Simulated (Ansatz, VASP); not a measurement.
**Si in VASP and in Ansatz**

```
CELL_PARAMETERS angstrom
4.91244 0.00000 0.00000
0.00000 4.91244 0.00000
0.00000 0.00000 4.91244
ATOMIC_POSITIONS crystal
Si 0.50000 0.50000 0.50000
Si 0.00000 0.00000 0.00000
Si 0.25000 0.00000 0.50000
Si 0.50000 0.25000 0.00000
Si 0.50000 0.75000 0.00000
Si 0.75000 0.00000 0.50000
Si 0.00000 0.50000 0.75000
Si 0.00000 0.50000 0.25000
```

Alike in both runs: functional PBE; k mesh 8 × 8 × 8; occupations gaussian, width 0.1 eV; no spin polarisation.

Ansatz relaxed the structure, and its values are those at the end. VASP's run is a single point on that final structure, the one shown.

|  | VASP | Ansatz |
| --- | --- | --- |
| version | VASP 6.6.1 | Ansatz 0.2.0 |
| potentials or method | VASP PAW PBE potentials, release 64 (Si), cutoff 520 eV | scalar-relativistic, plane waves, PAW |
| valence electrons in the cell | 32 | 32 |

```tsv
	VASP	Ansatz	Ansatz less VASP
gap on the k mesh at the Fermi level (eV)	none	none	-
pressure (GPa)	0.0	0.0	+0.03
```

A gap of «none» marks a metal or a gap that the smearing closes.
